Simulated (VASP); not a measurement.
# Mg5Zn (R32) in VASP: single point with LDA

Aim: the single point of Mg5Zn with LDA.

Program: VASP 6.6.1. These are calculated values, not measurements. Logs are shortened: lines on timing, memory, paths and dates and some standing lists are left out, and cuts for length are marked.

### 1 The cell of the first run

The structure is trigonal, space group R32 (No. 155). Conventional cell: a = 5.339 Å, b = 5.339 Å, c = 15.086 Å, α = 90.00°, β = 90.00°, γ = 120.00°. Mg (site symmetry 2) has 10 Mg at 3.05 to 3.14 Å and 2 Zn at 3.07 Å within 4.0 Å. Mg (site symmetry 3) has 9 Mg at 3.07 to 3.10 Å and 3 Zn at 3.08 Å within 4.0 Å. Within 4.0 Å of Zn (site symmetry 32) lie 12 Mg at 3.07 to 3.08 Å.

### 2 Single point, LDA

INCAR reads:

```
PREC = Accurate
ENCUT = 600
EDIFF = 1E-6
ISMEAR = -1
SIGMA = 0.05
LREAL = False
LASPH = True
NELM = 120
ALGO = Normal
ISIF = 2
LWAVE = False
LCHARG = False
GGA = CA
NBANDS = 20
GGA_COMPAT = False
```

KPOINTS reads:

```
Automatic mesh
0
Gamma
  5 5 5
```

POSCAR reads:

```
Mg5Zn
1.0
    2.6697400000      1.5413751077      5.0286500000
   -2.6697400000      1.5413751077      5.0286500000
    0.0000000000     -3.0827502153      5.0286500000
Mg Zn
5 1
Direct
    0.3397900000      0.0000000000      0.6602100000
    0.0000000000      0.6602100000      0.3397900000
    0.6602100000      0.3397900000      0.0000000000
    0.8333000000      0.8333000000      0.8333000000
    0.1667000000      0.1667000000      0.1667000000
    0.5000000000      0.5000000000      0.5000000000
```

Potentials or basis: VASP PAW LDA potentials, release 64 (Mg, Zn).

On the command line:

```console
cat potpaw_LDA.64/Mg/POTCAR potpaw_LDA.64/Zn/POTCAR > POTCAR
mpirun -np 1 vasp_std > vasp.out
```

OUTCAR:

```text
PREC = Accurate
   ENCUT = 600
   EDIFF = 1E-6
   ISMEAR = -1
   LREAL = False
   LASPH = True
   NELM = 120
   ISIF = 2
   GGA = CA

 ion  position               nearest neighbor table
   1  0.340  0.000  0.660-   2 3.05   2 3.05   3 3.05   3 3.05   5 3.07   4 3.07   6 3.07   6 3.07
                             5 3.10   4 3.10   3 3.14   2 3.14
   2  0.000  0.660  0.340-   1 3.05   1 3.05   3 3.05   3 3.05   4 3.07   5 3.07   6 3.07   6 3.07
                             4 3.10   5 3.10   3 3.14   1 3.14
   3  0.660  0.340  0.000-   1 3.05   2 3.05   2 3.05   1 3.05   4 3.07   5 3.07   6 3.07   6 3.07
                             4 3.10   5 3.10   1 3.14   2 3.14
   4  0.833  0.833  0.833-   2 3.07   1 3.07   3 3.07   6 3.08   6 3.08   6 3.08   5 3.08   5 3.08
                             5 3.08   2 3.10   3 3.10   1 3.10
   5  0.167  0.167  0.167-   1 3.07   2 3.07   3 3.07   6 3.08   6 3.08   6 3.08   4 3.08   4 3.08
                             4 3.08   1 3.10   3 3.10   2 3.10
   6  0.500  0.500  0.500-   3 3.07   3 3.07   1 3.07   2 3.07   1 3.07   2 3.07   5 3.08   4 3.08
                             5 3.08   4 3.08   5 3.08   4 3.08

  LATTYP: Found a trigonal (rhomboedric) cell.
 ALAT       =     5.8983616126
 COS(alpha) =     0.5902630374

  Lattice vectors:

 A1 = (   2.6697400000,   1.5413751077,   5.0286500000)
 A2 = (  -2.6697400000,   1.5413751077,   5.0286500000)
 A3 = (   0.0000000000,  -3.0827502153,   5.0286500000)

Analysis of symmetry for initial positions (statically):
=====================================================================
 Subroutine PRICEL returns:
 Original cell was already a primitive cell.

 Routine SETGRP: Setting up the symmetry group for a
 trigonal (rhombohedral) supercell.

 Subroutine GETGRP returns: Found  6 space group operations
 (whereof  6 operations were pure point group operations)
 out of a pool of 12 trial point group operations.

The static configuration has the point symmetry D_3 .

Analysis of symmetry for dynamics (positions and initial velocities):
=====================================================================
 Subroutine PRICEL returns:
 Original cell was already a primitive cell.

 Routine SETGRP: Setting up the symmetry group for a
 trigonal (rhombohedral) supercell.

 Subroutine GETGRP returns: Found  6 space group operations
 (whereof  6 operations were pure point group operations)
 out of a pool of 12 trial point group operations.

The dynamic configuration has the point symmetry D_3 .

 Subroutine INISYM returns: Found  6 space group operations
 (whereof  6 operations are pure point group operations),
 and found     1 'primitive' translations

----------------------------------------------------------------------------------------

                                     Primitive cell

  volume of cell :     124.1595

  direct lattice vectors                    reciprocal lattice vectors
     2.669740000  1.541375108  5.028650000     0.187284155  0.108128557  0.066286843
    -2.669740000  1.541375108  5.028650000    -0.187284155  0.108128557  0.066286843
     0.000000000 -3.082750215  5.028650000     0.000000000 -0.216257115  0.066286843

  length of vectors
     5.898361613  5.898361613  5.898361613     0.226188163  0.226188163  0.226188163

  position of ions in fractional coordinates (direct lattice)
     0.339790000  0.000000000  0.660210000
     0.000000000  0.660210000  0.339790000
     0.660210000  0.339790000  0.000000000
     0.833300000  0.833300000  0.833300000
     0.166700000  0.166700000  0.166700000
     0.500000000  0.500000000  0.500000000

  ion indices of the primitive-cell ions
   primitive index   ion index
                 1           1
                 2           2
                 3           3
                 4           4
                 5           5
                 6           6

----------------------------------------------------------------------------------------

 KPOINTS: Automatic mesh

Automatic generation of k-mesh.
 Grid dimensions read from file:
 generate k-points for:    5    5    5

 Generating k-lattice:

  Cartesian coordinates                     Fractional coordinates (reciprocal lattice)
     0.037456831  0.021625711  0.013257369     0.200000000  0.000000000  0.000000000
    -0.037456831  0.021625711  0.013257369     0.000000000  0.200000000  0.000000000
     0.000000000 -0.043251423  0.013257369     0.000000000  0.000000000  0.200000000

  Length of vectors
     0.045237633  0.045237633  0.045237633

  Shift w.r.t. Gamma in fractional coordinates (k-lattice)
     0.000000000  0.000000000  0.000000000

 Subroutine IBZKPT returns following result:
 ===========================================

 Found     19 irreducible k-points:

 Following reciprocal coordinates:
            Coordinates               Weight
  0.000000  0.000000  0.000000      1.000000
  0.200000  0.000000 -0.000000      6.000000
  0.400000  0.000000 -0.000000      6.000000
  0.200000  0.200000 -0.000000      6.000000
  0.400000  0.200000 -0.000000     12.000000
 -0.400000  0.200000  0.000000     12.000000
[... 11 lines left out ...]
  0.400000  0.400000  0.400000      2.000000
 -0.400000  0.400000  0.400000      6.000000
   k-points           NKPTS =     19   k-points in BZ     NKDIM =     19   number of bands    NBANDS=     20
   number of dos      NEDOS =    301   number of ions     NIONS =      6
   total plane-waves  NPLWV = 110592
   dimension x,y,z NGX =    48 NGY =   48 NGZ =   48
   dimension x,y,z NGXF=    96 NGYF=   96 NGZF=   96
   ions per type =               5   1
   NGX,Y,Z   is equivalent  to a cutoff of  13.53, 13.53, 13.53 a.u.
   NGXF,Y,Z  is equivalent  to a cutoff of  27.06, 27.06, 27.06 a.u.
 SYSTEM =  unknown system
   PREC   = accura    normal or accurate (medium, high low for compatibility)
   ISTART =      0    job   : 0-new  1-cont  2-samecut
   ICHARG =      2    charge: 1-file 2-atom 10-const
   ISPIN  =      1    spin polarized calculation?
   LNONCOLLINEAR =      F non collinear calculations
   LSORBIT =      F    spin-orbit coupling
   LASPH  =      T    aspherical Exc in radial PAW
   ENCUT  =  600.0 eV  44.10 Ry    6.64 a.u.  11.78 11.78 11.78*2*pi/ulx,y,z
   NELM   =    120;   NELMIN=  2; NELMDL= -5     # of ELM steps
   EDIFF  = 0.1E-05   stopping-criterion for ELM
   LREAL  =      F    real-space projection
   EDIFFG = 0.1E-04   stopping-criterion for IOM
   NSW    =      0    number of steps for IOM
   IBRION =     -1    ionic relax: 0-MD 1-quasi-New 2-CG
   NFREE  =      0    steps in history (QN), initial steepest desc. (CG)
   ISIF   =      2    stress and relaxation
   ISYM   =      2    0-nonsym 1-usesym 2-fastsym
   POTIM  = 0.5000    time-step for ionic-motion
   TEBEG  =    0.0;   TEEND  =   0.0 temperature during run
   PSTRESS=    0.0 pullay stress
   NELECT =      22.0000    total number of electrons
   NUPDOWN=      -1.0000    fix difference up-down
   EMIN   =  10.00;   EMAX   =-10.00  energy-range for DOS
   EFERMI =   0.00;   METHOD = LEGACY
   ISMEAR =    -1;   SIGMA  =   0.05  broadening in eV -4-tet -1-fermi 0-gaus
   EFERMI_NEDOS =   21; number of points for ismear=-14 and -15
   IALGO  =     38    algorithm
   IMIX   =      4    mixing-type and parameters
     AMIX     =   0.40;   BMIX     =  1.00
     AMIX_MAG =   1.60;   BMIX_MAG =  1.00
  volume/ion in A,a.u.               =      20.69       139.64
  Fermi-wavevector in a.u.,A,eV,Ry     =   0.919508  1.737619 11.503669  0.845496
  Thomas-Fermi vector in A             =   2.044710
   LORBIT       =      0    0 simple, 1 ext, 2 COOP (PROOUT), +10 PAW based schemes
   GGA     = CA    functional components
   LHFCALC =     F    Hartree Fock is set to
   AEXX    =    0.0000 exact exchange contribution
   IVDW    =     0    specifies the selected vdW correction
   LEPSILON=     F    determine dielectric tensor
   LRPA    =     F    only Hartree local field effects (RPA)
 non-spin polarized calculation
  energy-cutoff  :      600.00
  volume of cell :      124.16
 maximum number of plane-waves:      4163
   NGX = 23   NGY = 23   NGZ = 23

 number of electron      22.0000002 magnetization

 Free energy of the ion-electron system (eV)
  ---------------------------------------------------
  ext. energy  EPLUGINS =         0.00000000
  ---------------------------------------------------
  free energy    TOTEN  =       -11.04619622 eV

  energy without entropy =      -11.02295471  energy(sigma->0) =      -11.03457546

 E-fermi :   2.7715     XC(G=0):  -9.2358

 val. band max:        2.7233011920   @ k =   0.4000   0.2000  -0.0000
 cond. band min:       2.8015074656   @ k =  -0.4000   0.2000   0.2000
 fundamental gap:      0.0782062736
 Fermi energy:         2.7715297179

 k-point     1 :       0.0000    0.0000    0.0000
  band No.  band energies     occupation
      1      -4.8767      2.00000
      2      -4.5718      2.00000
      3      -4.5412      2.00000
      4      -4.5412      2.00000
      5      -4.5331      2.00000
      6      -4.5331      2.00000
[... 12 lines left out ...]
     19       5.4415      0.00000
     20       5.4415      0.00000

 k-point     2 :       0.2000    0.0000   -0.0000
  band No.  band energies     occupation
      1      -4.5984      2.00000
      2      -4.5622      2.00000
      3      -4.5380      2.00000
      4      -4.5358      2.00000
      5      -4.5325      2.00000
      6      -4.5221      2.00000
[... 12 lines left out ...]
     19       7.0356      0.00000
     20       7.3302      0.00000

 k-point     3 :       0.4000    0.0000   -0.0000
  band No.  band energies     occupation
      1      -4.5675      2.00000
      2      -4.5575      2.00000
      3      -4.5406      2.00000
      4      -4.5375      2.00000
      5      -4.5215      2.00000
      6      -3.6624      2.00000
[... 12 lines left out ...]
     19       8.9479      0.00000
     20       9.2707      0.00000

 k-point     4 :       0.2000    0.2000   -0.0000
  band No.  band energies     occupation
      1      -4.5696      2.00000
      2      -4.5587      2.00000
      3      -4.5428      2.00000
      4      -4.5352      2.00000
      5      -4.5309      2.00000
      6      -4.4730      2.00000
[... 12 lines left out ...]
     19       6.0542      0.00000
     20       8.3857      0.00000

 k-point     5 :       0.4000    0.2000   -0.0000
  band No.  band energies     occupation
      1      -4.5659      2.00000
      2      -4.5474      2.00000
      3      -4.5445      2.00000
      4      -4.5370      2.00000
      5      -4.5285      2.00000
      6      -3.8036      2.00000
[... 12 lines left out ...]
     19       8.1843      0.00000
     20       8.5132      0.00000
[... 238 lines left out ...]
      6      -2.8958      2.00000
[... 12 lines left out ...]
     19       9.0581      0.00000
     20       9.2728      0.00000

 k-point    17 :      -0.4000   -0.4000    0.2000
  band No.  band energies     occupation
      1      -4.5672      2.00000
      2      -4.5585      2.00000
      3      -4.5422      2.00000
      4      -4.5315      2.00000
      5      -4.5214      2.00000
      6      -2.7066      2.00000
[... 12 lines left out ...]
     19       8.3398      0.00000
     20       8.9372      0.00000

 k-point    18 :       0.4000    0.4000    0.4000
  band No.  band energies     occupation
      1      -4.5837      2.00000
      2      -4.5414      2.00000
      3      -4.5413      2.00000
      4      -4.5299      2.00000
      5      -4.5296      2.00000
      6      -3.9412      2.00000
[... 12 lines left out ...]
     19       6.9516      0.00000
     20       7.3126      0.00000

 k-point    19 :      -0.4000    0.4000    0.4000
  band No.  band energies     occupation
      1      -4.5723      2.00000
      2      -4.5452      2.00000
      3      -4.5403      2.00000
      4      -4.5345      2.00000
      5      -4.5305      2.00000
      6      -3.3989      2.00000
[... 12 lines left out ...]
     19       7.8516      0.00000
     20       8.3079      0.00000

------------------------ aborting loop because EDIFF is reached ----------------------------------------

  FORCE on cell =-STRESS in cart. coord.  units (eV):
  Direction    XX          YY          ZZ          XY          YZ          ZX
  --------------------------------------------------------------------------------------
  -------------------------------------------------------------------------------------
  Total       -1.7442390     -1.7442390     -1.6307382      0.0000000     -0.0000000     -0.0000000
  in kB      -22.5079839    -22.5079839    -21.0433490      0.0000000     -0.0000000     -0.0000000
  external PRESSURE =     -22.0197723 kB  Pullay stress =       0.0000000 kB

 VOLUME and BASIS-vectors are now :
 -----------------------------------------------------------------------------
  energy-cutoff  :      600.00
  volume of cell :      124.16
      direct lattice vectors                 reciprocal lattice vectors
     2.669740000  1.541375108  5.028650000     0.187284155  0.108128557  0.066286843
    -2.669740000  1.541375108  5.028650000    -0.187284155  0.108128557  0.066286843
     0.000000000 -3.082750215  5.028650000     0.000000000 -0.216257115  0.066286843

 POSITION                                       TOTAL-FORCE (eV/Angst)
 -----------------------------------------------------------------------------------
      0.90715     -1.51152      5.02865        -0.009988     -0.017300     -0.000000
     -1.76259     -0.02986      5.02865        -0.009988      0.017300     -0.000000
      0.85544      1.54138      5.02865         0.019976      0.000000     -0.000000
      0.00000      0.00000     12.57112        -0.000000      0.000000      0.047340
      0.00000      0.00000      2.51483        -0.000000     -0.000000     -0.047340
      0.00000      0.00000      7.54298        -0.000000      0.000000     -0.000000
 -----------------------------------------------------------------------------------
    total drift:                               -0.000000      0.000000     -0.000000

  FREE ENERGIE OF THE ION-ELECTRON SYSTEM (eV)
  ---------------------------------------------------
  free  energy   TOTEN  =       -11.0461962221 eV

  energy  without entropy=      -11.0229547051  energy(sigma->0) =      -11.03457546
```

It took 34 s on 1 thread of Intel Xeon 6975P-C (Granite Rapids), shared host; peak memory 0.27 GiB.

What came out:

```yaml
Free_energy: -11.0462 eV
Pressure: -2.2 GPa
Largest_force: 0.047 eV/Å
Band_gap_on_the_k_mesh: zero (bands 11 and 12 overlap by 1.28 eV)
```

Forces on the atoms (eV/Å):
```
Mg  -0.010 -0.017  0.000
Mg  -0.010  0.017  0.000
Mg   0.020  0.000  0.000
Mg   0.000  0.000  0.047
Mg   0.000  0.000 -0.047
Zn   0.000  0.000  0.000
```

Stress tensor (GPa, compression positive):
```
-2.25  0.00  0.00
 0.00 -2.25  0.00
 0.00  0.00 -2.10
```
